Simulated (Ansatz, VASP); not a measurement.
# Two plane-wave programs on GaN

```
Ga N
1.0
     0.00000    2.25000    2.25000
     2.25000    0.00000    2.25000
     2.25000    2.25000    0.00000
Ga N
1 1
Direct
  0.00000 0.00000 0.00000
  0.25000 0.25000 0.25000
```

Alike in both runs: functional PBEsol; k mesh 10 × 10 × 10; occupations gaussian, width 0.02 eV; no spin polarisation.

Ansatz relaxed the structure, and its values are those at the end. VASP's run is a single point on that final structure, the one shown.

|  | VASP | Ansatz |
| --- | --- | --- |
| version | VASP 6.6.1 | Ansatz 0.2.0 |
| potentials or method | VASP PAW PBE potentials, release 64 (Ga_d, N), cutoff 600 eV | scalar-relativistic, plane waves, PAW |
| valence electrons in the cell | 18 | 18 |

```tsv
	VASP	Ansatz	Ansatz less VASP
gap on the k mesh at the Fermi level (eV)	1.71	1.70	-0.016
least direct gap on the mesh (eV)	1.71	1.70	-0.016
pressure (GPa)	-0.6	-0.2	+0.40
```

VASP's potentials were made for PBE, not for PBEsol, and Ansatz warns of the same on its side. Ansatz's warnings: stress scf threshold loose.
